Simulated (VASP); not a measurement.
# SnO2 (R3m) in VASP: notebook, part 2 of 2

VASP 6.6.1.

### 3 Single point, PBEsol (12.61 Å³/atom)

This run uses another cell than the first one, of 12.61 Å³/atom.

Contents of INCAR:

```
SYSTEM = SnO2
PREC = Accurate ; ENCUT = 520
EDIFF = 1E-6 ; ISMEAR = 0
SIGMA = 0.05 ; LREAL = .False.
LASPH = .True. ; NELM = 60
ALGO = Normal ; ISIF = 2
LWAVE = .False. ; LCHARG = .False.
GGA = PS ; NBANDS = 64
```

Contents of KPOINTS:

```
regular mesh
0
Gamma
  6 6 6
  0 0 0
```

Contents of POSCAR:

```
SnO2
1.0
    2.9808744222      1.7210086501      4.9168529969
   -2.9808744222      1.7210086501      4.9168529969
    0.0000000000     -3.4420173001      4.9168529970
Sn O
4 8
Direct
    0.8646807174      0.8646807174      0.8646807174
    0.3648245829      0.3648245829      0.8648190111
    0.3648245829      0.8648190111      0.3648245829
    0.8648190111      0.3648245829      0.3648245829
    0.1235003534      0.6233501671      0.6233501671
    0.6233501671      0.1235003534      0.6233501671
    0.6233501671      0.6233501671      0.1235003534
    0.6062113146      0.6062113146      0.6062113146
    0.1234715296      0.1234715296      0.1234715296
    0.1060883083      0.1060883083      0.6062369573
    0.1060883083      0.6062369573      0.1060883083
    0.6062369573      0.1060883083      0.1060883083
```

Potentials or basis: VASP PAW PBE potentials, release 64 (Sn_d, O).

On the command line:

```
$ cat potpaw_PBE.64/Sn_d/POTCAR potpaw_PBE.64/O/POTCAR > POTCAR
$ mpirun -np 1 vasp_std > vasp.out
```

OUTCAR:

```text
SYSTEM = SnO2
   PREC = Accurate
   ENCUT = 520
   EDIFF = 1E-6
   ISMEAR = 0
   LREAL = .False.
   LASPH = .True.
   NELM = 60
   ISIF = 2
   GGA = PS

 ion  position               nearest neighbor table
   1  0.865  0.865  0.865-   7 2.04   6 2.04   5 2.04  10 2.04  11 2.04  12 2.04   3 2.98   4 2.98
                             3 2.98   4 2.98   2 2.98   2 2.98
   2  0.365  0.365  0.865-  11 2.04  12 2.04   9 2.04   8 2.04   5 2.04   6 2.04   3 2.98   4 2.98
                             1 2.98   1 2.98   4 2.98   3 2.98
   3  0.365  0.865  0.365-  12 2.04  10 2.04   9 2.04   8 2.04   5 2.04   7 2.04   2 2.98   4 2.98
                             1 2.98   1 2.98   2 2.98   4 2.98
   4  0.865  0.365  0.365-  11 2.04  10 2.04   9 2.04   8 2.04   6 2.04   7 2.04   2 2.98   3 2.98
                             1 2.98   1 2.98   2 2.98   3 2.98
   5  0.124  0.623  0.623-   1 2.04   3 2.04   2 2.04
   6  0.623  0.124  0.623-   1 2.04   4 2.04   2 2.04
   7  0.623  0.623  0.124-   1 2.04   3 2.04   4 2.04
   8  0.606  0.606  0.606-   2 2.04   3 2.04   4 2.04
   9  0.123  0.123  0.123-   2 2.04   3 2.04   4 2.04
  10  0.106  0.106  0.606-   3 2.04   4 2.04   1 2.04
  11  0.106  0.606  0.106-   4 2.04   2 2.04   1 2.04
[... 1825 lines left out ...]

  FORCE on cell =-STRESS in cart. coord.  units (eV):
  Direction    XX          YY          ZZ          XY          YZ          ZX
  --------------------------------------------------------------------------------------
  -------------------------------------------------------------------------------------
  Total       31.1098618     31.1098618      1.8069747      0.0000000     -0.0000000      0.0000000
  in kB      329.3392226    329.3392226     19.1292281      0.0000000     -0.0000000      0.0000000
  external PRESSURE =     225.9358911 kB  Pullay stress =       0.0000000 kB

 VOLUME and BASIS-vectors are now :
 -----------------------------------------------------------------------------
  energy-cutoff  :      520.00
  volume of cell :      151.34
      direct lattice vectors                 reciprocal lattice vectors
     2.980874422  1.721008650  4.916852997     0.167736016  0.096842434  0.067794041
    -2.980874422  1.721008650  4.916852997    -0.167736016  0.096842434  0.067794041
     0.000000000 -3.442017300  4.916852997     0.000000000 -0.193684868  0.067794041

 POSITION                                       TOTAL-FORCE (eV/Angst)
 -----------------------------------------------------------------------------------
      0.00000      0.00000     12.75452         0.000000      0.000000      0.001485
      0.00000     -1.72099      7.83977         0.000000      0.003095     -0.000553
     -1.49042      0.86049      7.83977         0.002681     -0.001548     -0.000553
      1.49042      0.86049      7.83977        -0.002681     -0.001548     -0.000553
     -1.48999     -0.86025      6.73708         0.001294      0.000747     -0.167001
      1.48999     -0.86025      6.73708        -0.001294      0.000747     -0.167001
      0.00000      1.72049      6.73708         0.000000     -0.001494     -0.167001
      0.00000      0.00000      8.94196         0.000000      0.000000      0.163866
      0.00000      0.00000      1.82127         0.000000     -0.000000     -0.172765
      0.00000     -1.72152      4.02402         0.000000     -0.001592      0.170026
     -1.49088      0.86076      4.02402        -0.001379      0.000796      0.170026
      1.49088      0.86076      4.02402         0.001379      0.000796      0.170026
 -----------------------------------------------------------------------------------
    total drift:                                0.000000      0.000000      0.000130

  FREE ENERGIE OF THE ION-ELECTRON SYSTEM (eV)
  ---------------------------------------------------
  free  energy   TOTEN  =       -75.1213435235 eV

  energy  without entropy=      -75.1213435235  energy(sigma->0) =      -75.12134352
```

stdout:

```text
POSCAR found type information on POSCAR SnO
 POSCAR found :  2 types and      12 ions
 scaLAPACK will be used
 -----------------------------------------------------------------------------
|                                                                             |
|                                                                             |
|     You enforced a specific xc type in the INCAR file but a different       |
|     I HOPE YOU KNOW WHAT YOU ARE DOING!                                     |
|                                                                             |
 -----------------------------------------------------------------------------

 LDA part: xc-table for (Slater+PW92), standard interpolation
 POSCAR, INCAR and KPOINTS ok, starting setup
 FFT: planning ... GRIDC
 FFT: planning ... GRID_SOFT
 FFT: planning ... GRID
 WAVECAR not read
 entering main loop
```

Wall time 2.8 min (1 thread of Intel Xeon Platinum 8481C at 2.70GHz (Sapphire Rapids), shared host); peak memory 0.45 GiB.

Results:

```yaml
Free_energy: -75.1213 eV
Pressure: 22.6 GPa
Largest_force: 0.173 eV/Å
Band_gap_on_the_k_mesh: 3.14 eV
```

Forces on the atoms (eV/Å):
```
Sn   0.000  0.000  0.001
Sn   0.000  0.003 -0.001
Sn   0.003 -0.002 -0.001
Sn  -0.003 -0.002 -0.001
O    0.001  0.001 -0.167
O   -0.001  0.001 -0.167
O    0.000 -0.001 -0.167
O    0.000  0.000  0.164
O    0.000  0.000 -0.173
O    0.000 -0.002  0.170
O   -0.001  0.001  0.170
O    0.001  0.001  0.170
```

Caveat: the cell stands under pressure; the PAW data sets were made with another functional, which shifts forces and pressure a little; spin-orbit coupling is left out, which moves the levels of the heavy elements.

### 4 Single point, PBEsol (12.61 Å³/atom)

This run uses another cell than the first one, of 12.61 Å³/atom.

Contents of INCAR:

```
SYSTEM = SnO2
ALGO     = Normal         ! electronic algorithm
EDIFF    = 1E-6           ! SCF threshold, eV
ENCUT    = 520            ! plane-wave cutoff, eV
GGA      = PS             ! functional
ISIF     = 2              ! what is computed and relaxed
ISMEAR   = 0              ! smearing method
LASPH    = .True.         ! aspherical terms in the spheres
LCHARG   = .True.         ! write CHGCAR
LELF     = .True.         ! ELF
LREAL    = .False.        ! projectors in reciprocal space
LVHAR    = .True.       
LWAVE    = .False.        ! write WAVECAR
NBANDS   = 64             ! bands
NELM     = 80             ! most SCF steps
PREC     = Accurate       ! precision mode
SIGMA    = 0.05           ! smearing width, eV
```

Contents of KPOINTS:

```
k-points
0
Gamma
  6 6 6
  0 0 0
```

Changes to POSCAR since step 3:

```diff
@@ -2,5 +2,5 @@
 1.0
-    2.9808744222      1.7210086501      4.9168529969
-   -2.9808744222      1.7210086501      4.9168529969
-    0.0000000000     -3.4420173001      4.9168529970
+    3.2320096206      1.8660016245      4.1824359164
+   -3.2320096206      1.8660016245      4.1824359164
+    0.0000000000     -3.7320032489      4.1824359164
 Sn O
```

On the command line:

```
$ cat potpaw_PBE.64/Sn_d/POTCAR potpaw_PBE.64/O/POTCAR > POTCAR
$ mpirun -np 1 vasp_std > vasp.out
```

It took 2.4 min on 1 thread of Intel Xeon Platinum 8481C at 2.70GHz (Sapphire Rapids), shared host; peak memory 0.38 GiB.

The run converged. Its results:

* Free energy: -77.1866 eV
* Pressure: 3.8 GPa
* Largest force: 0.576 eV/Å
* Band gap on the k mesh: 1.65 eV

Forces on the atoms (eV/Å):
```
Sn   0.000  0.000  0.000
Sn   0.000 -0.001  0.000
Sn  -0.001  0.000  0.000
Sn   0.001  0.000  0.000
O   -0.001  0.000 -0.575
O    0.001  0.000 -0.575
O    0.000  0.001 -0.575
O    0.000  0.000  0.575
O    0.000  0.000 -0.576
O    0.000  0.001  0.575
O    0.000  0.000  0.575
O    0.000  0.000  0.575
```

Stress tensor (GPa, compression positive):
```
3.46 0.00 0.00
0.00 3.46 0.00
0.00 0.00 4.63
```

Levels at points of the mesh, in eV from the valence-band top:
| k point | band 49 | band 50 | band 51 | band 52 | band 53 | band 54 | band 55 | band 56 |
| --- | --- | --- | --- | --- | --- | --- | --- | --- |
| (0.00, 0.00, 0.00) | -0.01 | 0.00 | 0.00 | 0.00 | 1.65 | 5.04 | 5.04 | 5.04 |
| (0.50, 0.00, 0.00) | -0.28 | -0.28 | -0.04 | -0.04 | 4.29 | 4.29 | 5.89 | 5.89 |
| (0.50, 0.50, 0.00) | -0.51 | -0.50 | -0.09 | -0.09 | 4.75 | 4.75 | 5.85 | 5.85 |
| (0.50, 0.50, 0.50) | -1.08 | -0.90 | -0.90 | -0.90 | 3.67 | 5.62 | 5.62 | 5.62 |

Caveat: the cell stands under pressure; the PAW data sets were made with another functional, which shifts forces and pressure a little; spin-orbit coupling is left out, which moves the levels of the heavy elements.

### 5 The runs side by side

```tsv
cell	gap on the mesh (eV)	pressure (GPa)	largest force (eV/Å)
a = 5.987 Å, angles 67.7°, 12 atoms	1.06	-14.0	0.97
a = 6.002 Å, angles 59.6°, 12 atoms	3.14	22.6	0.17
a = 5.605 Å, angles 70.4°, 12 atoms	1.65	3.8	0.58
```

Alike in all rows: task single point; level PBEsol; potentials or basis VASP PAW PBE potentials, release 64 (Sn_d, O); no spin polarisation; k mesh 6 × 6 × 6; cutoff (eV) 520; smearing gaussian 0.05 eV.

Caveats: the PAW data sets were made with another functional, which shifts forces and pressure a little; spin-orbit coupling is left out, which moves the levels of the heavy elements; the cell stands under pressure (at least some runs); the cell stands under tension (at least some runs).

Total energies depend on the potentials used, so only differences within one code and one set of settings carry meaning.
